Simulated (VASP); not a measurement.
The system is HfTa4F.

```
Hf Ta F
1.0
    -2.98757    2.98757    3.01367
     2.98757   -2.98757    3.01367
     2.98757    2.98757   -3.01367
Hf Ta F
1 4 1
Direct
  0.50000 0.50000 0.00000
  0.50000 0.50000 0.50000
  0.00000 0.00000 0.50000
  0.50000 0.00000 0.00000
  0.00000 0.50000 0.00000
  0.00000 0.00000 0.00000
```

The cell was built from a structure type or drawn by symmetry, and may not be a known phase.

- Program: VASP 6.6.1
- Task: relaxation of cell and atoms
- Functional: PBE
- Potentials or basis: VASP PAW PBE potentials, release 64 (Hf_pv, Ta_pv, F)
- Cutoff: 600 eV
- k mesh: 4 × 4 × 4
- Occupations: gaussian, width 0.1 eV
- Spin: no spin polarisation

At the start: pressure 16.6 GPa; volume 17.93 Å³/atom.

Q: How do energy, volume and symmetry change on relaxing?

A: Over 17 steps the energy falls by 221.0 meV/atom and the volume is 20.76 Å³/atom (+15.8 %); space group I4/mmm (No. 139, to 0.1 Å) before and after.

The path:
```tsv
step	energy change (eV)	largest force (eV/Å)	pressure (GPa)	volume (Å³)
1	0.0000	0.0000	16.60	107.59
2	0.1463	0.0000	-12.34	139.19
3	-0.6291	0.0000	-0.50	121.35
4	-0.6296	0.0000	-0.15	120.97
5	-0.6295	0.0000	0.11	120.69
6	-0.6564	0.0000	0.16	120.77
7	-0.7298	0.0000	0.52	120.90
8	-0.8611	0.0000	1.82	120.56
9	-1.1863	0.0000	6.84	117.77
10	-1.1921	0.0000	6.73	117.95
11	-1.2070	0.0000	6.39	118.46
12	-1.2213	0.0000	5.71	119.46
13	-1.2342	0.0000	5.33	119.77
14	-1.2677	0.0000	4.20	120.72
15	-1.3116	0.0000	2.10	122.61
16	-1.3117	0.0000	-1.79	126.44
17	-1.3259	0.0000	0.07	124.54
```

Final structure:
```yaml
crystal:
  lattice:
    - [-2.77542, 2.77542, 4.04212]
    - [2.77542, -2.77542, 4.04212]
    - [2.77542, 2.77542, -4.04212]
  atoms:
    - { symbol: Hf, position: [0.50000, 0.50000, 0.00000] }
    - { symbol: Ta, position: [0.50000, 0.50000, 0.50000] }
    - { symbol: Ta, position: [0.00000, 0.00000, 0.50000] }
    - { symbol: Ta, position: [0.50000, 0.00000, 0.00000] }
    - { symbol: Ta, position: [0.00000, 0.50000, 0.00000] }
    - { symbol: F, position: [0.00000, 0.00000, 0.00000] }
```

Caveat: the k points lie up to 0.34 Å⁻¹ apart in the final cell, too coarse for converged energies and pressures of a metal; the volume moved by over 15 % at a fixed basis, so the end points are rough; an odd number of electrons without spin polarisation forces a metal; a magnetic or distorted state may lie lower.
